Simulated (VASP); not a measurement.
**Mg2BeSeO2: single point with PBE**

The system is Mg2BeSeO2.

```
Mg Be Se O
1.0
     2.50605   -4.17209    0.00000
     2.50605    4.17209    0.00000
     0.00000    0.00000    4.03707
Mg Be Se O
2 1 1 2
Direct
  0.66418 0.33582 0.00000
  0.33582 0.66418 0.00000
  0.50000 0.50000 0.50000
  0.00000 0.00000 0.00000
  0.50000 0.00000 0.50000
  0.00000 0.50000 0.50000
```

- Program: VASP 6.6.1
- Task: single point
- Functional: PBE
- Potentials or basis: VASP PAW PBE potentials, release 64 (Mg, Be, Se, O)
- Cutoff: 520 eV
- k mesh: 4 × 4 × 4
- Occupations: gaussian, width 0.1 eV
- Spin: collinear spin, ferromagnetic start
- Starting moments: [0.0, 0.0, 0.0, 0.0, 1.0, 1.0] μB
- Dipole correction: no
- Further INCAR settings: ALGO = Normal; EDIFF = 1e-07; NBANDS = 25

- Pressure: -5.1 GPa
- Largest force: 2.638 eV/Å
- Band gap on the k mesh: zero (filled and empty bands overlap)
- Net moment: 0.00 μB per cell
- Valence electrons inside the program's atomic spheres: Mg 0.34; Be 0.73; Se 3.78; O 4.80

Forces on the atoms (eV/Å):
```
Mg   0.000 -2.638  0.000
Mg   0.000  2.638  0.000
Be   0.000  0.000  0.000
Se   0.000  0.000  0.000
O    0.000  0.000  0.000
O    0.000  0.000  0.000
```

Stress tensor (GPa, compression positive):
```
-9.93  0.00  0.00
 0.00  0.44  0.00
 0.00  0.00 -5.87
```

Levels at points of the mesh, in eV from the Fermi level:
Spin up:
| k point | band 8 | band 9 | band 10 | band 11 | band 12 | band 13 | band 14 | band 15 | band 16 | band 17 |
| --- | --- | --- | --- | --- | --- | --- | --- | --- | --- | --- |
| (0.00, 0.00, 0.00) | -3.13 | -1.92 | -0.88 | -0.47 | 0.03 | 0.38 | 2.10 | 2.45 | 3.65 | 5.39 |
| (0.50, 0.00, 0.00) | -2.77 | -2.28 | -1.58 | -0.51 | -0.10 | 1.31 | 1.56 | 1.90 | 3.48 | 5.57 |
| (0.50, 0.50, 0.00) | -2.78 | -1.99 | -1.75 | -1.19 | -0.39 | 0.33 | 2.08 | 2.83 | 5.05 | 6.24 |
| (0.00, 0.00, 0.50) | -2.70 | -2.63 | -2.51 | -2.28 | -1.19 | 0.33 | 0.41 | 4.68 | 4.77 | 5.24 |
| (0.50, 0.00, 0.50) | -3.47 | -2.57 | -1.66 | -0.60 | -0.20 | 0.65 | 1.85 | 4.18 | 4.49 | 6.22 |
| (0.50, 0.50, 0.50) | -2.37 | -1.66 | -0.97 | -0.34 | 0.27 | 0.35 | 2.15 | 2.78 | 3.13 | 6.79 |
Spin down:
| k point | band 8 | band 9 | band 10 | band 11 | band 12 | band 13 | band 14 | band 15 | band 16 | band 17 |
| --- | --- | --- | --- | --- | --- | --- | --- | --- | --- | --- |
| (0.00, 0.00, 0.00) | -3.13 | -1.92 | -0.88 | -0.47 | 0.03 | 0.38 | 2.10 | 2.45 | 3.65 | 5.39 |
| (0.50, 0.00, 0.00) | -2.77 | -2.28 | -1.58 | -0.51 | -0.10 | 1.31 | 1.56 | 1.90 | 3.48 | 5.57 |
| (0.50, 0.50, 0.00) | -2.78 | -1.99 | -1.75 | -1.19 | -0.39 | 0.33 | 2.08 | 2.83 | 5.05 | 6.24 |
| (0.00, 0.00, 0.50) | -2.70 | -2.63 | -2.51 | -2.28 | -1.19 | 0.33 | 0.41 | 4.68 | 4.77 | 5.24 |
| (0.50, 0.00, 0.50) | -3.47 | -2.57 | -1.66 | -0.60 | -0.20 | 0.65 | 1.85 | 4.18 | 4.49 | 6.22 |
| (0.50, 0.50, 0.50) | -2.37 | -1.66 | -0.96 | -0.34 | 0.27 | 0.35 | 2.15 | 2.78 | 3.13 | 6.79 |

Wall time 2.4 min on 1 thread of AMD EPYC 7R43 64-Core Processor (Zen 3), on a shared host, peak memory 0.22 GiB.

Caveat: the k points lie up to 0.39 Å⁻¹ apart; forces of over 1 eV/Å act on the atoms, so gaps and moduli don't describe the material at rest.
